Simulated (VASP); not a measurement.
# Sb (Fm-3m) in VASP: a series of runs

Aim: see how the results for Sb move with the level of theory and the settings. Levels: PBEsol-based screened hybrid with 25 % exact exchange, r2SCAN0, r2SCAN-based global hybrid with 25 % exact exchange, PBEsol-based global hybrid with 25 % exact exchange. Tasks: single point.

Everything below comes from runs of VASP 6.6.1. Logs are shortened: lines on timing, memory, paths and dates and some standing lists are left out, and cuts for length are marked.

## 1. The cell of the first run

It takes space group Fm-3m (No. 225, cubic). The conventional cell has a = 4.742 Å, b = 4.742 Å, c = 4.742 Å, α = 90.00°, β = 90.00°, γ = 90.00°. Sb (site symmetry m-3m) has 12 Sb at 3.35 Å within 4.4 Å.

This isn't the form of Sb at room conditions, which is rhombohedral.

## 2. Single point, PBEsol-based screened hybrid with 25 % exact exchange

Input file POSCAR:

```
Sb
1.0
    0.0000000000      2.3712425216      2.3712425216
    2.3712425216      0.0000000000      2.3712425216
    2.3712425216      2.3712425216      0.0000000000
Sb
1
Direct
    0.0000000000      0.0000000000      0.0000000000
```

Input file INCAR.step1:

```
PREC = Accurate
ENCUT = 400
EDIFF = 1E-5
ISMEAR = -1
SIGMA = 0.05
LREAL = False
LASPH = True
NELM = 120
ALGO = Normal
ISIF = 2
LWAVE = True
NBANDS = 14
GGA = PE
GGA_COMPAT = False
```

Input file INCAR.step2:

```
PREC = Accurate
ENCUT = 400
EDIFF = 1E-6
ISMEAR = -1
SIGMA = 0.05
LREAL = False
LASPH = True
NELM = 120
ALGO = Normal
ISIF = 2
LWAVE = False
LCHARG = True
GGA = PS
LHFCALC = True
AEXX = 0.25
HFSCREEN = 0.207
PRECFOCK = Normal
LELF = True
LVHAR = True
NBANDS = 14
ISTART = 1
GGA_COMPAT = False
```

Input file KPOINTS:

```
Automatic mesh
0
Gamma
  5 5 5
```

Potentials or basis: VASP PAW PBE potentials, release 64 (Sb_d_GW).

Launch:

```sh
$ cat potpaw_PBE.64/Sb_d_GW/POTCAR > POTCAR
$ cp INCAR.step1 INCAR
$ mpirun -np 1 vasp_std > vasp.out
$ cp INCAR.step2 INCAR
$ mpirun -np 1 vasp_std > vasp.out
```

OUTCAR:

```text
PREC = Accurate
   ENCUT = 400
   EDIFF = 1E-6
   ISMEAR = -1
   LREAL = False
   LASPH = True
   NELM = 120
   ISIF = 2
   GGA = PS
   LHFCALC = True
   AEXX = 0.25
   HFSCREEN = 0.207
   PRECFOCK = Normal
   ISTART = 1

 ion  position               nearest neighbor table
   1  0.000  0.000  0.000-

  LATTYP: Found a face centered cubic cell.
 ALAT       =     4.7424850432

  Lattice vectors:

 A1 = (   0.0000000000,   2.3712425216,   2.3712425216)
 A2 = (   2.3712425216,   0.0000000000,   2.3712425216)
 A3 = (   2.3712425216,   2.3712425216,   0.0000000000)

Analysis of symmetry for initial positions (statically):
=====================================================================
 Subroutine PRICEL returns:
 Original cell was already a primitive cell.

 Routine SETGRP: Setting up the symmetry group for a
 face centered cubic supercell.

 Subroutine GETGRP returns: Found 48 space group operations
 (whereof 48 operations were pure point group operations)
 out of a pool of 48 trial point group operations.

The static configuration has the point symmetry O_h .

Analysis of symmetry for dynamics (positions and initial velocities):
=====================================================================
 Subroutine PRICEL returns:
 Original cell was already a primitive cell.

 Routine SETGRP: Setting up the symmetry group for a
 face centered cubic supercell.

 Subroutine GETGRP returns: Found 48 space group operations
 (whereof 48 operations were pure point group operations)
 out of a pool of 48 trial point group operations.

The dynamic configuration has the point symmetry O_h .

 Subroutine INISYM returns: Found 48 space group operations
 (whereof 48 operations are pure point group operations),
 and found     1 'primitive' translations

----------------------------------------------------------------------------------------

                                     Primitive cell

  volume of cell :      26.6660

  direct lattice vectors                    reciprocal lattice vectors
     0.000000000  2.371242522  2.371242522    -0.210859916  0.210859916  0.210859916
     2.371242522  0.000000000  2.371242522     0.210859916 -0.210859916  0.210859916
     2.371242522  2.371242522  0.000000000     0.210859916  0.210859916 -0.210859916

  length of vectors
     3.353443334  3.353443334  3.353443334     0.365220089  0.365220089  0.365220089

  position of ions in fractional coordinates (direct lattice)
     0.000000000  0.000000000  0.000000000

  ion indices of the primitive-cell ions
   primitive index   ion index
                 1           1

----------------------------------------------------------------------------------------

 KPOINTS: Automatic mesh

Automatic generation of k-mesh.
 Grid dimensions read from file:
 generate k-points for:    5    5    5

 Generating k-lattice:

  Cartesian coordinates                     Fractional coordinates (reciprocal lattice)
    -0.042171983  0.042171983  0.042171983     0.200000000  0.000000000  0.000000000
     0.042171983 -0.042171983  0.042171983     0.000000000  0.200000000  0.000000000
     0.042171983  0.042171983 -0.042171983     0.000000000  0.000000000  0.200000000

  Length of vectors
     0.073044018  0.073044018  0.073044018

  Shift w.r.t. Gamma in fractional coordinates (k-lattice)
     0.000000000  0.000000000  0.000000000

 Subroutine IBZKPT returns following result:
 ===========================================

 Found     10 irreducible k-points:

 Following reciprocal coordinates:
            Coordinates               Weight
  0.000000  0.000000  0.000000      1.000000
  0.200000  0.000000  0.000000      8.000000
  0.400000  0.000000  0.000000      8.000000
  0.200000  0.200000  0.000000      6.000000
  0.400000  0.200000  0.000000     24.000000
 -0.400000  0.200000  0.000000     24.000000
 -0.200000  0.200000  0.000000     12.000000
  0.400000  0.400000  0.000000      6.000000
 -0.400000  0.400000  0.000000     12.000000
 -0.400000  0.400000  0.200000     24.000000
   k-points           NKPTS =     10   k-points in BZ     NKDIM =    125   number of bands    NBANDS=     14
   number of dos      NEDOS =    301   number of ions     NIONS =      1
   total plane-waves  NPLWV =  13824
   dimension x,y,z NGX =    24 NGY =   24 NGZ =   24
   dimension x,y,z NGXF=    48 NGYF=   48 NGZF=   48
   ions per type =               1
   NGX,Y,Z   is equivalent  to a cutoff of  11.90, 11.90, 11.90 a.u.
   NGXF,Y,Z  is equivalent  to a cutoff of  23.80, 23.80, 23.80 a.u.
 SYSTEM =  unknown system
   PREC   = accura    normal or accurate (medium, high low for compatibility)
   ISTART =      1    job   : 0-new  1-cont  2-samecut
   ICHARG =      0    charge: 1-file 2-atom 10-const
   ISPIN  =      1    spin polarized calculation?
   LNONCOLLINEAR =      F non collinear calculations
   LSORBIT =      F    spin-orbit coupling
   LASPH  =      T    aspherical Exc in radial PAW
   ENCUT  =  400.0 eV  29.40 Ry    5.42 a.u.   5.47  5.47  5.47*2*pi/ulx,y,z
   NELM   =    120;   NELMIN=  2; NELMDL=  0     # of ELM steps
   EDIFF  = 0.1E-05   stopping-criterion for ELM
   LREAL  =      F    real-space projection
   EDIFFG = 0.1E-04   stopping-criterion for IOM
   NSW    =      0    number of steps for IOM
   IBRION =     -1    ionic relax: 0-MD 1-quasi-New 2-CG
   NFREE  =      0    steps in history (QN), initial steepest desc. (CG)
   ISIF   =      2    stress and relaxation
   ISYM   =      3    0-nonsym 1-usesym 2-fastsym
   POTIM  = 0.5000    time-step for ionic-motion
   TEBEG  =    0.0;   TEEND  =   0.0 temperature during run
   PSTRESS=    0.0 pullay stress
   NELECT =      15.0000    total number of electrons
   NUPDOWN=      -1.0000    fix difference up-down
   EMIN   =  10.00;   EMAX   =-10.00  energy-range for DOS
   EFERMI =   0.00;   METHOD = LEGACY
   ISMEAR =    -1;   SIGMA  =   0.05  broadening in eV -4-tet -1-fermi 0-gaus
   EFERMI_NEDOS =   21; number of points for ismear=-14 and -15
   IALGO  =     38    algorithm
   IMIX   =      1    mixing-type and parameters
     AMIX     =   0.40;   BMIX     =  1.00
     AMIX_MAG =   1.60;   BMIX_MAG =  1.00
  volume/ion in A,a.u.               =      26.67       179.95
  Fermi-wavevector in a.u.,A,eV,Ry     =   1.351406  2.553788 24.848307  1.826299
  Thomas-Fermi vector in A             =   2.478831
   LORBIT       =      0    0 simple, 1 ext, 2 COOP (PROOUT), +10 PAW based schemes
   GGA     = PS    functional components
   LHFCALC =     T    Hartree Fock is set to
   PRECFOCK=normal    Normal, Fast or Accurate (Low or Medium for compatibility)
   ENCUT4O =  -1.0   cutoff for four orbital integrals eV
   NKREDX  =     1    reduce k-point grid by
   NKREDY  =     1    reduce k-point grid by
   NKREDZ  =     1    reduce k-point grid by
   AEXX    =    0.2500 exact exchange contribution
   HFSCREEN=    0.2070 screening length (either q_TF or 0.3 A-1)
   HFSCREENC=   0.2070 screening length for correlation (either q_TF or 0.3 A-1)
   ENCUTFOCK=  -1.0 apply spherical cutoff to Coloumb kernel
   IVDW    =     0    specifies the selected vdW correction
   LEPSILON=     F    determine dielectric tensor
   LRPA    =     F    only Hartree local field effects (RPA)
 non-spin polarized calculation
  energy-cutoff  :      400.00
  volume of cell :       26.67
 maximum number of plane-waves:       531
 NGX is ok and might be reduce to    24
  NGX = 18; NGY = 18; NGZ = 18

 number of electron      15.0000001 magnetization

 Free energy of the ion-electron system (eV)
  ---------------------------------------------------
  ext. energy  EPLUGINS =         0.00000000
  ---------------------------------------------------
  free energy    TOTEN  =        -4.77116528 eV

  energy without entropy =       -4.75830542  energy(sigma->0) =       -4.76473535

 E-fermi :   6.0830     XC(G=0):  -8.9201

 val. band max:        6.0298441985   @ k =  -0.4000   0.4000   0.2000
 cond. band min:       6.3473987670   @ k =  -0.2000   0.2000   0.0000
 fundamental gap:      0.3175545685
 Fermi energy:         6.0829797588

 k-point     1 :       0.0000    0.0000    0.0000
  band No.  band energies     occupation
      1     -25.5465      2.00000
      2     -25.5465      2.00000
      3     -25.5465      2.00000
      4     -25.5022      2.00000
      5     -25.5022      2.00000
      6      -8.2712      2.00000
      7      12.3549      0.00000
      8      12.3549      0.00000
      9      12.3549      0.00000
     10      17.2551      0.00000
     11      17.6276      0.00000
     12      17.6276      0.00000
     13      17.6276      0.00000
     14      19.2054      0.00000

 k-point     2 :       0.2000    0.0000    0.0000
  band No.  band energies     occupation
      1     -25.5430      2.00000
      2     -25.5347      2.00000
      3     -25.5347      2.00000
      4     -25.4964      2.00000
      5     -25.4964      2.00000
      6      -7.3873      2.00000
      7       7.1235      0.00000
      8      11.4900      0.00000
      9      11.4900      0.00000
     10      15.5418      0.00000
     11      18.4475      0.00000
     12      18.4475      0.00000
     13      19.4551      0.00000
     14      20.4090      0.00000

 k-point     3 :       0.4000    0.0000    0.0000
  band No.  band energies     occupation
      1     -25.5391      2.00000
      2     -25.5385      2.00000
      3     -25.5385      2.00000
      4     -25.4651      2.00000
      5     -25.4651      2.00000
      6      -4.9067      2.00000
      7       1.0480      2.00000
      8      10.5663      0.00000
      9      10.5663      0.00000
     10      15.3017      0.00000
     11      16.7685      0.00000
     12      16.7685      0.00000
     13      17.0460      0.00000
     14      24.2258      0.00000

 k-point     4 :       0.2000    0.2000    0.0000
  band No.  band energies     occupation
      1     -25.5615      2.00000
      2     -25.5180      2.00000
      3     -25.5129      2.00000
      4     -25.5129      2.00000
      5     -25.4883      2.00000
      6      -7.0907      2.00000
      7       8.8065      0.00000
      8       9.5344      0.00000
      9       9.5344      0.00000
     10      13.5604      0.00000
     11      15.0309      0.00000
     12      21.7507      0.00000
     13      21.7507      0.00000
     14      23.1701      0.00000

 k-point     5 :       0.4000    0.2000    0.0000
  band No.  band energies     occupation
      1     -25.5586      2.00000
      2     -25.5281      2.00000
      3     -25.5074      2.00000
      4     -25.4869      2.00000
      5     -25.4620      2.00000
      6      -5.0943      2.00000
      7       3.4072      2.00000
      8       7.6114      0.00000
      9       8.5692      0.00000
     10      12.9636      0.00000
     11      16.5028      0.00000
     12      20.5836      0.00000
     13      20.8885      0.00000
     14      22.6856      0.00000

 k-point     6 :      -0.4000    0.2000    0.0000
  band No.  band energies     occupation
      1     -25.5473      2.00000
      2     -25.5185      2.00000
      3     -25.5136      2.00000
      4     -25.4777      2.00000
      5     -25.4663      2.00000
      6      -3.4076      2.00000
      7       0.6310      2.00000
      8       5.8788      1.96689
      9       9.2600      0.00000
     10      13.3729      0.00000
     11      18.9556      0.00000
     12      18.9630      0.00000
     13      22.6629      0.00000
     14      23.1470      0.00000

 k-point     7 :      -0.2000    0.2000    0.0000
  band No.  band energies     occupation
      1     -25.5356      2.00000
      2     -25.5341      2.00000
      3     -25.5108      2.00000
      4     -25.5078      2.00000
      5     -25.4740      2.00000
      6      -5.9413      2.00000
      7       5.0210      2.00000
      8       6.3474      0.01005
      9      11.2246      0.00000
     10      15.5194      0.00000
     11      17.8987      0.00000
     12      18.5356      0.00000
     13      19.3002      0.00000
     14      20.0274      0.00000

 k-point     8 :       0.4000    0.4000    0.0000
  band No.  band energies     occupation
      1     -25.5864      2.00000
      2     -25.5480      2.00000
      3     -25.4661      2.00000
      4     -25.4581      2.00000
      5     -25.4581      2.00000
      6      -3.6779      2.00000
      7       2.6784      2.00000
      8       7.1147      0.00000
      9       7.1147      0.00000
     10      11.2473      0.00000
     11      11.5954      0.00000
     12      25.9654      0.00000
     13      26.3125      0.00000
     14      26.3125      0.00000

 k-point     9 :      -0.4000    0.4000    0.0000
  band No.  band energies     occupation
      1     -25.5708      2.00000
      2     -25.5369      2.00000
      3     -25.4736      2.00000
      4     -25.4672      2.00000
      5     -25.4572      2.00000
      6      -2.0072      2.00000
      7       1.2951      2.00000
      8       3.5745      2.00000
      9       7.3837      0.00000
     10      11.5573      0.00000
     11      15.6252      0.00000
     12      24.2261      0.00000
     13      24.4275      0.00000
     14      24.7435      0.00000

 k-point    10 :      -0.4000    0.4000    0.2000
  band No.  band energies     occupation
      1     -25.5408      2.00000
      2     -25.5346      2.00000
      3     -25.5028      2.00000
      4     -25.4760      2.00000
      5     -25.4590      2.00000
      6      -2.8749      2.00000
      7       2.4744      2.00000
      8       3.8487      2.00000
      9       6.0298      1.48642
     10      15.5701      0.00000
     11      16.6229      0.00000
     12      18.5400      0.00000
     13      22.9912      0.00000
     14      26.1097      0.00000

------------------------ aborting loop because EDIFF is reached ----------------------------------------

  FORCE on cell =-STRESS in cart. coord.  units (eV):
  Direction    XX          YY          ZZ          XY          YZ          ZX
  --------------------------------------------------------------------------------------
  -------------------------------------------------------------------------------------
  Total       -0.4195890     -0.4195890     -0.4195890     -0.0000000      0.0000000     -0.0000000
  in kB      -25.2102255    -25.2102255    -25.2102255     -0.0000000      0.0000000     -0.0000000
  external PRESSURE =     -25.2102255 kB  Pullay stress =       0.0000000 kB

 VOLUME and BASIS-vectors are now :
 -----------------------------------------------------------------------------
  energy-cutoff  :      400.00
  volume of cell :       26.67
      direct lattice vectors                 reciprocal lattice vectors
     0.000000000  2.371242522  2.371242522    -0.210859916  0.210859916  0.210859916
     2.371242522  0.000000000  2.371242522     0.210859916 -0.210859916  0.210859916
     2.371242522  2.371242522  0.000000000     0.210859916  0.210859916 -0.210859916

 POSITION                                       TOTAL-FORCE (eV/Angst)
 -----------------------------------------------------------------------------------
      0.00000      0.00000      0.00000        -0.000000      0.000000     -0.000000
 -----------------------------------------------------------------------------------
    total drift:                                0.000010     -0.000008     -0.000004

  FREE ENERGIE OF THE ION-ELECTRON SYSTEM (eV)
  ---------------------------------------------------
  free  energy   TOTEN  =        -4.7711652848 eV

  energy  without entropy=       -4.7583054160  energy(sigma->0) =       -4.76473535
```

Wall time 2.6 min (1 thread of AMD EPYC 9R45 (Zen 5), shared host); peak memory 0.21 GiB.

Results:

| Item | Value |
| --- | --- |
| Free energy | -4.7712 eV |
| Pressure | -2.5 GPa |
| Band gap on the k mesh | zero (an odd number of electrons rules out a gap without spin polarisation) |

Levels at points of the mesh, in eV from the Fermi level:
```csv
k point,band 4,band 5,band 6,band 7,band 8,band 9,band 10,band 11
"(0.00, 0.00, 0.00)",-31.59,-31.59,-14.35,6.27,6.27,6.27,11.17,11.54
```

Caveat: the k points lie up to 0.46 Å⁻¹ apart, too coarse for converged energies and pressures of a metal; the PAW data sets were made with another functional, which shifts forces and pressure a little; spin-orbit coupling is left out, which moves the levels of the heavy elements.

## 3. Single point, r2SCAN0

POSCAR is that of step 2.

Input file INCAR.step1:

```
  PREC = Accurate
  ENCUT = 440
  EDIFF = 1E-5
  ISMEAR = -1
  SIGMA = 0.05
  LREAL = False
  LASPH = True
  NELM = 120
  ALGO = Normal
  ISIF = 2
  LWAVE = True
  LCHARG = False
  NBANDS = 14
  GGA = PE
  GGA_COMPAT = False
```

Input file INCAR.step2:

```
  PREC = Accurate
  ENCUT = 440
  EDIFF = 1E-6
  ISMEAR = -1
  SIGMA = 0.05
  LREAL = False
  LASPH = True
  NELM = 120
  ALGO = Normal
  ISIF = 2
  LWAVE = False
  LCHARG = False
  METAGGA = R2SCAN
  LHFCALC = True
  AEXX = 0.25
  LMIXTAU = True
  PRECFOCK = Normal
  NBANDS = 14
  ISTART = 1
  GGA_COMPAT = False
```

Input file KPOINTS:

```
regular mesh
0
Gamma
  5 5 5
```

Potentials or basis: VASP PAW PBE potentials, release 64 (Sb_d_GW).

Launch:

```sh
$ cat potpaw_PBE.64/Sb_d_GW/POTCAR > POTCAR
$ cp INCAR.step1 INCAR
$ mpirun -np 1 vasp_std > vasp.out
$ cp INCAR.step2 INCAR
$ mpirun -np 1 vasp_std > vasp.out
```

Wall time 3 min (1 thread of Intel Xeon 6975P-C (Granite Rapids), shared host); peak memory 0.15 GiB.

Results (log left out):

| Item | Value |
| --- | --- |
| Free energy | -21.1649 eV |
| Pressure | -0.6 GPa |
| Band gap on the k mesh | zero (an odd number of electrons rules out a gap without spin polarisation) |

Levels at points of the mesh, in eV from the Fermi level:
```tsv
k point	band 4	band 5	band 6	band 7	band 8	band 9	band 10	band 11
(0.00, 0.00, 0.00)	-32.51	-32.51	-15.11	7.08	7.08	7.08	12.19	12.44
```

Caveat: the k points lie up to 0.46 Å⁻¹ apart, too coarse for converged energies and pressures of a metal; the PAW data sets were made with another functional, which shifts forces and pressure a little; spin-orbit coupling is left out, which moves the levels of the heavy elements.

(Part 1 of 2 ends here.)

The gap in the log of VASP goes by the Fermi energy; the results here count the filled bands.